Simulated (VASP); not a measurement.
# Zn (P6/mmm) in VASP: single point with LDA

Aim: the single point of Zn with LDA.

Everything below comes from runs of VASP 6.6.1. Logs are shortened: lines on timing, memory, paths and dates and some standing lists are left out, and cuts for length are marked.

## Step 1: The cell of the first run

The structure is hexagonal, space group P6/mmm (No. 191). The conventional cell has a = 3.033 Å, b = 3.033 Å, c = 7.403 Å, α = 90.00°, β = 90.00°, γ = 120.00°. Within 4.0 Å of Zn (site symmetry 6/mmm) lie 6 Zn at 3.03 Å.

## Step 2: Single point, LDA

INCAR reads:

```
SYSTEM = Zn
PREC     = Accurate       ! precision mode
ENCUT    = 500            ! plane-wave cutoff, eV
EDIFF    = 1E-6           ! SCF threshold, eV
ISMEAR   = -1             ! smearing method
SIGMA    = 0.1            ! smearing width, eV
LREAL    = .False.        ! projectors in reciprocal space
LASPH    = .True.         ! aspherical terms in the spheres
NELM     = 120            ! most SCF steps
ALGO     = Normal         ! electronic algorithm
ISIF     = 2              ! what is computed and relaxed
LWAVE    = .False.        ! write WAVECAR
LCHARG   = .False.        ! write CHGCAR
GGA      = CA             ! functional
NBANDS   = 12             ! bands
GGA_COMPAT= .False.
```

KPOINTS reads:

```
regular mesh
0
Gamma
  12 12 4
  0 0 0
```

POSCAR reads:

```
Zn
1.0
    3.0329990000      0.0000000000      0.0000000000
   -1.5164990000      2.6266540000      0.0000000000
    0.0000000000      0.0000000000      7.4033160000
Zn
1
Direct
    0.0000000000      0.0000000000      0.0000000000
```

Potentials or basis: VASP PAW LDA potentials, release 64 (Zn).

Launch:

```console
$ cat potpaw_LDA.64/Zn/POTCAR > POTCAR
$ mpirun -np 1 vasp_std > vasp.out
```

OUTCAR:

```text
SYSTEM = Zn
   PREC = Accurate
   ENCUT = 500
   EDIFF = 1E-6
   ISMEAR = -1
   LREAL = .False.
   LASPH = .True.
   NELM = 120
   ISIF = 2
   GGA = CA

 ion  position               nearest neighbor table
   1  0.000  0.000  0.000-

  LATTYP: Found a hexagonal cell.
 ALAT       =     3.0329990000
 C/A-ratio  =     2.4409226643

  Lattice vectors:

 A1 = (   3.0329990000,   0.0000000000,   0.0000000000)
 A2 = (  -1.5164990000,   2.6266540000,   0.0000000000)
 A3 = (   0.0000000000,   0.0000000000,   7.4033160000)

Analysis of symmetry for initial positions (statically):
=====================================================================
 Subroutine PRICEL returns:
 Original cell was already a primitive cell.

 Routine SETGRP: Setting up the symmetry group for a
 hexagonal supercell.

 Subroutine GETGRP returns: Found 24 space group operations
 (whereof 24 operations were pure point group operations)
 out of a pool of 24 trial point group operations.

The static configuration has the point symmetry D_6h.

Analysis of symmetry for dynamics (positions and initial velocities):
=====================================================================
 Subroutine PRICEL returns:
 Original cell was already a primitive cell.

 Routine SETGRP: Setting up the symmetry group for a
 hexagonal supercell.

 Subroutine GETGRP returns: Found 24 space group operations
 (whereof 24 operations were pure point group operations)
 out of a pool of 24 trial point group operations.

The dynamic configuration has the point symmetry D_6h.

 Subroutine INISYM returns: Found 24 space group operations
 (whereof 24 operations are pure point group operations),
 and found     1 'primitive' translations

----------------------------------------------------------------------------------------

                                     Primitive cell

  volume of cell :      58.9795

  direct lattice vectors                    reciprocal lattice vectors
     3.032999000  0.000000000  0.000000000     0.329706670  0.190356185  0.000000000
    -1.516499000  2.626654000  0.000000000     0.000000000  0.380712496  0.000000000
     0.000000000  0.000000000  7.403316000     0.000000000  0.000000000  0.135074607

  length of vectors
     3.032999000  3.032998591  7.403316000     0.380712444  0.380712496  0.135074607

  position of ions in fractional coordinates (direct lattice)
     0.000000000  0.000000000  0.000000000

  ion indices of the primitive-cell ions
   primitive index   ion index
                 1           1

----------------------------------------------------------------------------------------

 KPOINTS: regular mesh

Automatic generation of k-mesh.
 Grid dimensions read from file:
 generate k-points for:   12   12    4

 Generating k-lattice:

  Cartesian coordinates                     Fractional coordinates (reciprocal lattice)
     0.027475556  0.015863015  0.000000000     0.083333333  0.000000000  0.000000000
     0.000000000  0.031726041  0.000000000     0.000000000  0.083333333  0.000000000
     0.000000000  0.000000000  0.033768652     0.000000000  0.000000000  0.250000000

  Length of vectors
     0.031726037  0.031726041  0.033768652

  Shift w.r.t. Gamma in fractional coordinates (k-lattice)
     0.000000000  0.000000000  0.000000000

 Subroutine IBZKPT returns following result:
 ===========================================

 Found     57 irreducible k-points:

 Following reciprocal coordinates:
            Coordinates               Weight
  0.000000  0.000000  0.000000      1.000000
  0.083333  0.000000  0.000000      6.000000
  0.166667  0.000000  0.000000      6.000000
  0.250000  0.000000  0.000000      6.000000
  0.333333  0.000000  0.000000      6.000000
  0.416667  0.000000  0.000000      6.000000
[... 16 lines left out ...]
  0.250000  0.000000  0.250000     12.000000
  0.333333  0.000000  0.250000     12.000000
 [... further k-points ...]
   k-points           NKPTS =     57   k-points in BZ     NKDIM =     57   number of bands    NBANDS=     12
   number of dos      NEDOS =    301   number of ions     NIONS =      1
   total plane-waves  NPLWV =  31104
   dimension x,y,z NGX =    24 NGY =   24 NGZ =   54
   dimension x,y,z NGXF=    48 NGYF=   48 NGZF=  108
   ions per type =               1
   NGX,Y,Z   is equivalent  to a cutoff of  13.15, 13.15, 12.13 a.u.
   NGXF,Y,Z  is equivalent  to a cutoff of  26.31, 26.31, 24.25 a.u.
 SYSTEM =  Zn
   PREC   = accura    normal or accurate (medium, high low for compatibility)
   ISTART =      0    job   : 0-new  1-cont  2-samecut
   ICHARG =      2    charge: 1-file 2-atom 10-const
   ISPIN  =      1    spin polarized calculation?
   LNONCOLLINEAR =      F non collinear calculations
   LSORBIT =      F    spin-orbit coupling
   LASPH  =      T    aspherical Exc in radial PAW
   ENCUT  =  500.0 eV  36.75 Ry    6.06 a.u.   5.53  5.53 13.50*2*pi/ulx,y,z
   NELM   =    120;   NELMIN=  2; NELMDL= -5     # of ELM steps
   EDIFF  = 0.1E-05   stopping-criterion for ELM
   LREAL  =      F    real-space projection
   EDIFFG = 0.1E-04   stopping-criterion for IOM
   NSW    =      0    number of steps for IOM
   IBRION =     -1    ionic relax: 0-MD 1-quasi-New 2-CG
   NFREE  =      0    steps in history (QN), initial steepest desc. (CG)
   ISIF   =      2    stress and relaxation
   ISYM   =      2    0-nonsym 1-usesym 2-fastsym
   POTIM  = 0.5000    time-step for ionic-motion
   TEBEG  =    0.0;   TEEND  =   0.0 temperature during run
   PSTRESS=    0.0 pullay stress
   NELECT =      12.0000    total number of electrons
   NUPDOWN=      -1.0000    fix difference up-down
   EMIN   =  10.00;   EMAX   =-10.00  energy-range for DOS
   EFERMI =   0.00;   METHOD = LEGACY
   ISMEAR =    -1;   SIGMA  =   0.10  broadening in eV -4-tet -1-fermi 0-gaus
   EFERMI_NEDOS =   21; number of points for ismear=-14 and -15
   IALGO  =     38    algorithm
   IMIX   =      4    mixing-type and parameters
     AMIX     =   0.40;   BMIX     =  1.00
     AMIX_MAG =   1.60;   BMIX_MAG =  1.00
  volume/ion in A,a.u.               =      58.98       398.01
  Fermi-wavevector in a.u.,A,eV,Ry     =   0.962871  1.819562 12.614241  0.927121
  Thomas-Fermi vector in A             =   2.092367
   LORBIT       =      0    0 simple, 1 ext, 2 COOP (PROOUT), +10 PAW based schemes
   GGA     = CA    functional components
   LHFCALC =     F    Hartree Fock is set to
   AEXX    =    0.0000 exact exchange contribution
   IVDW    =     0    specifies the selected vdW correction
   LEPSILON=     F    determine dielectric tensor
   LRPA    =     F    only Hartree local field effects (RPA)
 non-spin polarized calculation
  energy-cutoff  :      500.00
  volume of cell :       58.98
 maximum number of plane-waves:      1539
 NGX is ok and might be reduce to    24
   NGX = 11   NGY = 11   NGZ = 27

 number of electron      12.0000007 magnetization

 Free energy of the ion-electron system (eV)
  ---------------------------------------------------
  ext. energy  EPLUGINS =         0.00000000
  ---------------------------------------------------
  free energy    TOTEN  =        -0.73947764 eV

  energy without entropy =       -0.71945720  energy(sigma->0) =       -0.72946742

 E-fermi :  -2.1032     XC(G=0):  -5.2871

 val. band max:       -2.1329701544   @ k =   0.0833   0.0000   0.5000
 cond. band min:      -2.0360526802   @ k =   0.0000   0.0000   0.0000
 fundamental gap:      0.0969174742
 Fermi energy:        -2.1032325575

 k-point     1 :       0.0000    0.0000    0.0000
  band No.  band energies     occupation
      1      -9.3748      2.00000
      2      -9.0022      2.00000
      3      -9.0022      2.00000
      4      -8.8349      2.00000
      5      -8.8349      2.00000
      6      -7.8749      2.00000
      7      -2.0361      0.67619
      8       0.8951      0.00000
      9       6.9520      0.00000
     10       7.9801      0.00000
     11      11.7980      0.00000
     12      11.7980      0.00000

 k-point     2 :       0.0833    0.0000    0.0000
  band No.  band energies     occupation
      1      -9.3261      2.00000
      2      -9.0122      2.00000
      3      -8.9790      2.00000
      4      -8.8566      2.00000
      5      -8.8385      2.00000
      6      -7.7581      2.00000
      7      -1.8686      0.17465
      8       1.0429      0.00000
      9       7.1034      0.00000
     10       8.1075      0.00000
     11      10.2433      0.00000
     12      11.1423      0.00000

 k-point     3 :       0.1667    0.0000    0.0000
  band No.  band energies     occupation
      1      -9.2300      2.00000
      2      -9.0272      2.00000
      3      -8.9148      2.00000
      4      -8.9138      2.00000
      5      -8.8485      2.00000
      6      -7.3706      2.00000
      7      -1.3746      0.00137
      8       1.4867      0.00000
      9       7.3603      0.00000
     10       7.5485      0.00000
     11       8.6159      0.00000
     12       9.9647      0.00000
[... 286 lines left out ...]
 k-point    23 :       0.2500    0.0000    0.2500
  band No.  band energies     occupation
      1      -9.1995      2.00000
      2      -8.9942      2.00000
      3      -8.9869      2.00000
      4      -8.8622      2.00000
      5      -8.8252      2.00000
      6      -6.6453      2.00000
      7      -0.7245      0.00000
      8       2.8201      0.00000
      9       4.5956      0.00000
     10       6.3207      0.00000
     11       8.8735      0.00000
     12      10.5195      0.00000

 k-point    24 :       0.3333    0.0000    0.2500
  band No.  band energies     occupation
      1      -9.2354      2.00000
      2      -9.0549      2.00000
      3      -8.9304      2.00000
      4      -8.8758      2.00000
      5      -8.7333      2.00000
      6      -5.5680      2.00000
      7       0.3440      0.00000
      8       1.9914      0.00000
      9       3.8694      0.00000
     10       7.1526      0.00000
     11       8.0302      0.00000
     12       8.3320      0.00000

 [... further k-points ...]
[... 5 lines left out ...]
  --------------------------------------------------------------------------------------
  -------------------------------------------------------------------------------------
  Total       -1.5598603     -1.5598601     -0.0175191     -0.0000003      0.0000000      0.0000000
  in kB      -42.3735508    -42.3735449     -0.4759046     -0.0000081      0.0000000      0.0000000
  external PRESSURE =     -28.4076668 kB  Pullay stress =       0.0000000 kB

 VOLUME and BASIS-vectors are now :
 -----------------------------------------------------------------------------
  energy-cutoff  :      500.00
  volume of cell :       58.98
      direct lattice vectors                 reciprocal lattice vectors
     3.032999000  0.000000000  0.000000000     0.329706670  0.190356185  0.000000000
    -1.516499000  2.626654000  0.000000000     0.000000000  0.380712496  0.000000000
     0.000000000  0.000000000  7.403316000     0.000000000  0.000000000  0.135074607

 POSITION                                       TOTAL-FORCE (eV/Angst)
 -----------------------------------------------------------------------------------
      0.00000      0.00000      0.00000         0.000000      0.000000      0.000000
 -----------------------------------------------------------------------------------
    total drift:                                0.000000      0.000000      0.000000

  FREE ENERGIE OF THE ION-ELECTRON SYSTEM (eV)
  ---------------------------------------------------
  free  energy   TOTEN  =        -0.7394776418 eV

  energy  without entropy=       -0.7194571960  energy(sigma->0) =       -0.72946742
```

It took 43 s on 1 thread of Intel Xeon 8259CL, shared host; peak memory 0.17 GiB.

Results:

| Quantity | Value |
| --- | --- |
| Free energy | -0.7395 eV |
| Pressure | -2.8 GPa |
| Band gap on the k mesh | zero (band 6 reaches -1.28 eV, above the bottom of band 7 at -2.30 eV) |
